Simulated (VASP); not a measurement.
Write the native input for VASP 6.6.1 that does the following.

```yaml
Task: single point
Functional: PBE
Potentials_or_basis: VASP PAW PBE potentials, release 64 (Cd, Se)
Cutoff: 520 eV
k_mesh: 6 × 6 × 6
Occupations: gaussian, width 0.01 eV
Spin: no spin polarisation
Dipole_correction: no
Further_INCAR_settings: ALGO = Normal; EDIFF = 1e-06; NBANDS = 16
```

The structure of CdSe lies in POSCAR:

```
CdSe
1.0
    0.0000000000      3.0678017003      3.0678017003
    3.0678017003      0.0000000000      3.0678017003
    3.0678017003      3.0678017003      0.0000000000
Cd Se
1 1
Direct
    0.0000000000      0.0000000000      0.0000000000
    0.7500000000      0.7500000000      0.7500000000
```

One way to write it, as run:

INCAR

```
SYSTEM = CdSe
  ALGO = Normal
  EDIFF = 1E-6
  ENCUT = 520
  GGA = PE
  ISIF = 2
  ISMEAR = 0
  LASPH = .True.
  LCHARG = .False.
  LREAL = .False.
  LWAVE = .False.
  NBANDS = 16
  NELM = 80
  PREC = Accurate
  SIGMA = 0.01
```

KPOINTS

```
k-points
0
Gamma
  6 6 6
  0 0 0
```

Potentials or basis: VASP PAW PBE potentials, release 64 (Cd, Se).

Command:

```bash
$ cat potpaw_PBE.64/Cd/POTCAR potpaw_PBE.64/Se/POTCAR > POTCAR
$ mpirun -np 1 vasp_std > vasp.out
```

It gave:

```
Pressure               : 1.7 GPa
Band gap on the k mesh : 0.55 eV, direct
```

Wall time 6.9 s on 1 thread of Intel(R) Xeon(R) 6975P-C (Granite Rapids), with other jobs on the host, peak memory 0.18 GiB.
